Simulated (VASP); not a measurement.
Runs of VASP 6.6.1 on SbSe3. The structure is that of space group I4/mmm (No. 139), or close to it. The cells are those of the table. 

```tsv
task	cell	k mesh	cutoff (eV)	gap on the mesh (eV)	pressure (GPa)
single point	a = 7.400 Å, angles 149.4, 149.4, 43.9°, 4 atoms	16 × 16 × 16	520	none	(a)
single point	a = 6.043 Å, angles 135.6, 135.6, 64.7°, 4 atoms	6 × 6 × 6	520	none	-8.0
relaxation of cell and atoms	relaxed from a = 6.043 Å, angles 135.6, 135.6, 64.7°, 4 atoms	6 × 6 × 6	600	none	0.1
single point	a = 7.324 Å, angles 148.9, 148.9, 44.5°, 4 atoms	6 × 6 × 6	520	none	0.1
```

Alike in all rows: level PBE; potentials or basis VASP PAW PBE potentials, release 64 (Sb, Se); no spin polarisation; smearing gaussian 0.1 eV.

Q: Estimate the missing entries.

A: (a) 0.0.

Caveats: spin-orbit coupling is left out, which moves the levels of the heavy elements; the cell stands under tension (at least some runs); the highest band is partly filled, so the run has too few bands (at least some runs); a cell axis changed by over 15 % at a fixed basis, so the end point is rough (at least some runs).

A k mesh can miss the band edges, and the runs leave out spin-orbit coupling on Sb, Se.

A gap of «none» marks levels without a gap at the run's occupations.
